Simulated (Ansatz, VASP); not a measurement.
# Sr2SeO in VASP and in Ansatz

```
O Sr Se
1.0
     4.06583    0.00000    0.00000
     0.00000    4.06583    0.00000
     0.00000    0.00000    5.75952
O Sr Se
1 2 1
Direct
  0.00000 0.00000 0.00000
  0.00000 0.00000 0.50000
  0.50000 0.50000 0.00000
  0.50000 0.50000 0.50000
```

Alike in both runs: task single point; functional PBE; k mesh 6 × 6 × 4; no spin polarisation.

```csv
,VASP,Ansatz
version,VASP 6.6.1,Ansatz 0.2.0
potentials or method,"VASP PAW PBE potentials, release 64 (O, Sr_sv, Se)","plane waves, PAW"
plane-wave cutoff (eV),520,420
occupations,"gaussian, width 0.01 eV",fixed
valence electrons in the cell,32,42
```

```tsv
	VASP	Ansatz	Ansatz less VASP
gap on the k mesh at the Fermi level (eV)	1.93	1.95	+0.027
pressure (GPa)	3.9	3.6	-0.29
```

VASP's potentials hold 32 valence electrons a cell and Ansatz's 42, so a difference there can come from the potentials and not from the codes.
